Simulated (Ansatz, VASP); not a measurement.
**HPbNO4: VASP beside Ansatz**

```
H Pb N O
1.0
     6.94903    0.00000    0.00000
     0.00000    4.28430    0.00000
    -3.43563    0.00000    7.37032
H Pb N O
2 2 2 8
Cartesian
  -0.1760 3.2132 3.7390
  3.6894 1.0711 3.6314
  1.1217 1.0711 2.1001
  2.3917 3.2132 5.2702
  -1.3781 3.2132 6.1592
  4.8915 1.0711 1.2112
  0.7410 3.2132 3.3416
  -0.1428 3.2132 6.4049
  -2.2390 3.2132 7.1151
  -1.8081 3.2132 4.9348
  2.7725 1.0711 4.0287
  3.6562 1.0711 0.9654
  5.7524 1.0711 0.2552
  5.3215 1.0711 2.4355
```

Alike in both runs: task single point; functional PBE; k mesh 5 × 6 × 4; occupations fermi-dirac, width 0.05 eV; no spin polarisation.

```csv
,VASP,Ansatz
version,VASP 6.6.1,Ansatz 0.2.0
potentials or method,"VASP PAW PBE potentials, release 64 (H, Pb_d, N, O)",Ansatz PAW
plane-wave cutoff (eV),520,420
valence electrons in the cell,88,88
```

```csv
,VASP,Ansatz,Ansatz less VASP
gap on the k mesh at the Fermi level (eV),3.03,3.05,+0.020
least direct gap on the mesh (eV),3.16,3.18,+0.020
pressure (GPa),-2.8,-3.3,-0.47
"traceless stress, the component that is largest in VASP (GPa)",1.50,2.16,+0.660
rms of the force components (eV/Å),0.262,0.387,+0.1251
```

Atom by atom the forces differ by 0.131 eV/Å (rms over components).

Neither program's run includes spin-orbit coupling. Noted on VASP's run: the standard files for N, O and F lose accuracy on very short bonds. Noted on Ansatz's run: odd divisions of the mesh miss points on the zone boundary, where band edges often lie, so the gap on the mesh can be too wide.
